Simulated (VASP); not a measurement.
# MnPt2 (P-6m2) in VASP: further runs, part 2 of 2

VASP 6.6.1. The steps go on from the part before.

## Step 3: Single point, PBE, collinear spin, ferromagnetic start

This run uses another cell than the first one, of 26.22 Å³/atom.

Input file INCAR:

```
PREC = Accurate
ENCUT = 520
EDIFF = 1E-6
ISMEAR = 0
SIGMA = 0.1
LREAL = F
LASPH = T
NELM = 150
ALGO = Normal
ISIF = 2
LWAVE = F
LCHARG = F
ISPIN = 2
MAGMOM = 4 0 0
LORBIT = 11
LMAXMIX = 4
GGA = PE
NBANDS = 28
```

Input file KPOINTS:

```
Automatic mesh
0
Gamma
  6 6 4
```

Input file POSCAR:

```
MnPt2
1.0
    4.3091170543      0.0000000033      0.0000000000
   -2.1545585300      3.7318048352      0.0000000000
    0.0000000000      0.0000000000      4.8906257614
Mn Pt
1 2
Direct
    0.3333333333      0.6666666667      0.0000000000
    0.3333333333      0.6666666667      0.5000000000
    0.6666666667      0.3333333333      0.5000000000
```

Potentials or basis: VASP PAW PBE potentials, release 64 (Mn_pv, Pt).

Command:

```
cat potpaw_PBE.64/Mn_pv/POTCAR potpaw_PBE.64/Pt/POTCAR > POTCAR
mpirun -np 1 vasp_std > vasp.out
```

OUTCAR:

```text
PREC = Accurate
   ENCUT = 520
   EDIFF = 1E-6
   ISMEAR = 0
   LREAL = F
   LASPH = T
   NELM = 150
   ISIF = 2
   ISPIN = 2
   LORBIT = 11
   GGA = PE

 ion  position               nearest neighbor table
   1  0.333  0.667  0.000-   2 2.45   2 2.45
   2  0.333  0.667  0.500-   1 2.45   1 2.45   3 2.49   3 2.49   3 2.49
   3  0.667  0.333  0.500-   2 2.49   2 2.49   2 2.49

  LATTYP: Found a hexagonal cell.
 ALAT       =     4.3091170543
 C/A-ratio  =     1.1349484592

  Lattice vectors:

 A1 = (   4.3091170543,   0.0000000033,   0.0000000000)
 A2 = (  -2.1545585300,   3.7318048352,   0.0000000000)
 A3 = (   0.0000000000,   0.0000000000,   4.8906257614)

Analysis of symmetry for initial positions (statically):
=====================================================================
 Subroutine PRICEL returns:
 Original cell was already a primitive cell.

 Routine SETGRP: Setting up the symmetry group for a
[... 850 lines left out ...]
      6       0.1378      1.00000
[... 640 lines left out ...]
     27      17.5889      0.00000
     28      17.9691      0.00000

------------------------ aborting loop because EDIFF is reached ----------------------------------------

  FORCE on cell =-STRESS in cart. coord.  units (eV):
  Direction    XX          YY          ZZ          XY          YZ          ZX
  --------------------------------------------------------------------------------------
  -------------------------------------------------------------------------------------
  Total        0.0321948      0.0321948      0.0316598      0.0000000      0.0000000      0.0000000
  in kB        0.6558802      0.6558802      0.6449809      0.0000000      0.0000000      0.0000000
  external PRESSURE =       0.6522471 kB  Pullay stress =       0.0000000 kB

 VOLUME and BASIS-vectors are now :
 -----------------------------------------------------------------------------
  energy-cutoff  :      520.00
  volume of cell :       78.65
      direct lattice vectors                 reciprocal lattice vectors
     4.309117054  0.000000003  0.000000000     0.232066102  0.133983427  0.000000000
    -2.154558530  3.731804835  0.000000000    -0.000000000  0.267966853  0.000000000
     0.000000000  0.000000000  4.890625761     0.000000000  0.000000000  0.204472812

 POSITION                                       TOTAL-FORCE (eV/Angst)
 -----------------------------------------------------------------------------------
     -0.00000      2.48787      0.00000        -0.000000     -0.000000      0.000000
     -0.00000      2.48787      2.44531         0.000000     -0.000000      0.000000
      2.15456      1.24393      2.44531         0.000000      0.000000      0.000000
 -----------------------------------------------------------------------------------
    total drift:                               -0.000000      0.000000     -0.000000

  FREE ENERGIE OF THE ION-ELECTRON SYSTEM (eV)
  ---------------------------------------------------
  free  energy   TOTEN  =       -18.5957521654 eV

  energy  without entropy=      -18.5820414885  energy(sigma->0) =      -18.58889683

 total charge

# of ion       s       p       d       tot
------------------------------------------
    1        0.280   6.124   4.910  11.315
    2        0.829   0.523   8.105   9.457
    3        0.736   0.399   8.034   9.169
--------------------------------------------------
tot          1.845   7.046  21.049  29.940

 magnetization (x)

# of ion       s       p       d       tot
------------------------------------------
    1        0.082   0.026   4.243   4.352
    2       -0.011   0.013   0.200   0.202
    3       -0.000  -0.001   0.115   0.113
--------------------------------------------------
tot          0.070   0.038   4.558   4.667
```

stdout:

```text
POSCAR found type information on POSCAR MnPt
 POSCAR found :  2 types and       3 ions
 scaLAPACK will be used
 LDA part: xc-table for (Slater+PW92), standard interpolation
 POSCAR, INCAR and KPOINTS ok, starting setup
 FFT: planning ... GRIDC
 FFT: planning ... GRID_SOFT
 FFT: planning ... GRID
 WAVECAR not read
 entering main loop
```

Run time: 65 s. Hardware: 1 thread of Intel Xeon Platinum 8488C (Sapphire Rapids), shared host; peak memory 0.25 GiB.

Results:

```yaml
Free_energy: -18.5958 eV
Pressure: 0.1 GPa
Band_gap_on_the_k_mesh: zero (filled and empty bands overlap)
Net_moment: 5.04 μB per cell
Site_moments: Mn +4.35; Pt +0.20, +0.11 μB
Valence_electrons_inside_the_program's_atomic_spheres: Mn 11.31; Pt 9.46, 9.17
```

Caveat: spin-orbit coupling is left out, which moves the levels of the heavy elements.

## Step 4: Relaxation of cell and atoms, PBE, collinear spin, ferromagnetic start

Input file INCAR:

```
PREC = Accurate
ENCUT = 600
EDIFF = 1E-6
ISMEAR = 0
SIGMA = 0.1
LREAL = F
LASPH = T
NELM = 150
ALGO = Normal
ISIF = 3
LWAVE = F
LCHARG = F
ISPIN = 2
MAGMOM = 4 0 0
LORBIT = 11
LMAXMIX = 4
GGA = PE
IBRION = 2
NSW = 90
EDIFFG = -0.04
```

KPOINTS is that of step 3.

Input file POSCAR:

```
MnPt2
1.0
    3.7407762500      0.0000000000      0.0000000000
   -1.8703881300      3.2396072700      0.0000000000
    0.0000000000      0.0000000000      4.4928077700
Mn Pt
1 2
Direct
    0.3333333300      0.6666666700      0.0000000000
    0.3333333300      0.6666666700      0.5000000000
    0.6666666700      0.3333333300      0.5000000000
```

Command:

```
cat potpaw_PBE.64/Mn_pv/POTCAR potpaw_PBE.64/Pt/POTCAR > POTCAR
mpirun -np 1 vasp_std > vasp.out
```

Wall time 7.4 min (1 thread of Intel Xeon Platinum 8488C (Sapphire Rapids), shared host); peak memory 0.24 GiB.

It converged, with:

```yaml
Free_energy: -18.5843 eV
Relaxed_volume: 26.27 Å³/atom
Relaxed_cell: a = 4.313 Å, b = 4.313 Å, c = 4.893 Å, α = 90.00°, β = 90.00°, γ = 120.00°
Space_group_after_relaxing_to_0.1_Å: P-6m2 (No. 187)
Energy_gained_by_relaxing: 1497.5 meV/atom
Ionic_steps: 9
Pressure_after_relaxing: -0.1 GPa
Band_gap_on_the_k_mesh: zero (filled and empty bands overlap)
Net_moment: -5.04 μB per cell
Site_moments: Mn -4.35; Pt -0.20, -0.11 μB
Valence_electrons_inside_the_program's_atomic_spheres: Mn 11.31; Pt 9.45, 9.16
```

Stress tensor (GPa, compression positive):
```
-0.20  0.00  0.00
 0.00 -0.20  0.00
 0.00  0.00 -0.05
```

Step by step:
```tsv
step	energy change (eV)	largest force (eV/Å)	pressure (GPa)	volume (Å³)
1	0.0000	0.0000	79.78	54.45
2	0.5249	0.0000	-8.96	159.04
3	-1.3526	0.0000	-10.76	128.61
4	-2.8679	0.0000	-11.39	107.84
5	-4.4795	0.0000	0.41	78.25
6	-4.4789	0.0000	1.01	77.72
7	-4.4896	0.0000	0.01	78.73
8	-4.4922	0.0000	0.28	78.42
9	-4.4924	0.0000	-0.15	78.82
```

Final structure:
```
Mn Pt
1.0
     4.31297    0.00000    0.00000
    -2.15648    3.73514    0.00000
     0.00000    0.00000    4.89288
Mn Pt
1 2
Direct
  0.33333 0.66667 0.00000
  0.33333 0.66667 0.50000
  0.66667 0.33333 0.50000
```

Levels at points of the mesh, in eV from the Fermi level:
Spin up:
```
           k point  band 11  band 12  band 13  band 14  band 15  band 16  band 17  band 18
(0.00, 0.00, 0.00)    -2.48    -1.81    -0.90    -0.90     1.31     1.31     1.54     1.63
(0.50, 0.00, 0.00)    -1.72    -1.39    -0.44     0.00     1.18     1.41     1.56     1.94
(0.00, 0.00, 0.50)    -2.48    -2.09    -0.88    -0.88    -0.86     0.68     1.11     1.11
(0.50, 0.00, 0.50)    -1.40    -1.17    -0.34    -0.02     0.62     0.79     0.85     1.31
```
Spin down:
```csv
k point,band 15,band 16,band 17,band 18,band 19,band 20,band 21,band 22
"(0.00, 0.00, 0.00)",-1.87,-1.87,-0.59,-0.59,-0.31,1.26,4.47,5.75
"(0.50, 0.00, 0.00)",-1.84,-1.10,-0.91,-0.24,-0.08,1.21,2.97,4.16
"(0.00, 0.00, 0.50)",-2.86,-2.25,-2.25,-0.99,-0.84,-0.84,8.57,8.57
"(0.50, 0.00, 0.50)",-2.18,-1.29,-0.43,-0.32,-0.07,0.51,1.42,2.16
```

Caveat: the volume moved by over 15 % at a fixed basis, so the end points are rough; spin-orbit coupling is left out, which moves the levels of the heavy elements.

## Step 5: Overview

| task | cell | cutoff (eV) | gap on the mesh (eV) | pressure (GPa) | moment (μB) |
| --- | --- | --- | --- | --- | --- |
| single point | a = 3.741, b = 3.741, c = 4.493 Å, angles 90.0, 90.0, 120.0°, 3 atoms | 520 | none | 79.7 | 4.66 |
| single point | a = 4.309, b = 4.309, c = 4.891 Å, angles 90.0, 90.0, 120.0°, 3 atoms | 520 | none | 0.1 | 5.04 |
| relaxation of cell and atoms | relaxed from a = 3.741, b = 3.741, c = 4.493 Å, angles 90.0, 90.0, 120.0°, 3 atoms | 600 | none | -0.1 | 5.04 |

Alike in all rows: level PBE; potentials or basis VASP PAW PBE potentials, release 64 (Mn_pv, Pt); spin collinear, ferromagnetic start; k mesh 6 × 6 × 4; smearing gaussian 0.1 eV.

Caveats: spin-orbit coupling is left out, which moves the levels of the heavy elements; the stress differs along the axes, from 45 to 97 GPa (at least some runs); the volume moved by over 15 % at a fixed basis, so the end points are rough (at least some runs).

Absolute energies hang on the potentials; compare differences alone.
